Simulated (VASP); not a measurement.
Write the native input for VASP 6.6.1 that does the following.

| Quantity | Value |
| --- | --- |
| Task | electric field gradients |
| Functional | LDA |
| Potentials or basis | VASP PAW LDA potentials, release 64 (Mg) |
| Cutoff | 520 eV |
| k mesh | 12 × 12 × 7 |
| Occupations | fermi-dirac, width 0.05 eV |
| Spin | no spin polarisation |
| Dipole correction | no |
| Further INCAR settings | ALGO = Normal; EDIFF = 1e-08; NBANDS = 9 |

The structure of Mg lies in POSCAR:

```
Mg
1.0
    3.2092715325      0.0000000000      0.0000000000
   -1.6046357662      2.7793106748      0.0000000000
    0.0000000000      0.0000000000      5.3145366000
Mg
2
Direct
    0.3333333333      0.6666666667      0.2500000000
    0.6666666667      0.3333333333      0.7500000000
```

This cell differs from its parent crystal: zz strain of +2 %.

These files were run (other wordings do the same):

INCAR

```
PREC = Accurate ; ENCUT = 520
EDIFF = 1E-8 ; ISMEAR = -1
SIGMA = 0.05 ; LREAL = False
LASPH = True ; NELM = 60
ALGO = Normal ; ISIF = 2
LWAVE = False ; LCHARG = False
GGA = CA ; LEFG = True
NBANDS = 9
```

KPOINTS

```
Automatic mesh
0
Gamma
  12 12 7
```

Potentials or basis: VASP PAW LDA potentials, release 64 (Mg).

Run with:

```console
$ cat potpaw_LDA.64/Mg/POTCAR > POTCAR
$ mpirun -np 1 vasp_std > vasp.out
```

It gave:

| Property | Result |
| --- | --- |
| Pressure | -3.4 GPa |
| Band gap on the k mesh | zero (band 2 reaches 3.35 eV, above the bottom of band 3 at 0.84 eV) |

Caveat: the cell differs from its parent crystal (zz strain of +2 %); without QUAD_EFG the Cq values of the log hold for a quadrupole moment of 1 mb, not for the nuclei.

It took 14 s on 1 thread of Intel(R) Xeon(R) Platinum 8259CL CPU @ 2.50GHz (Skylake/Cascade Lake), on a shared host, peak memory 0.15 GiB.
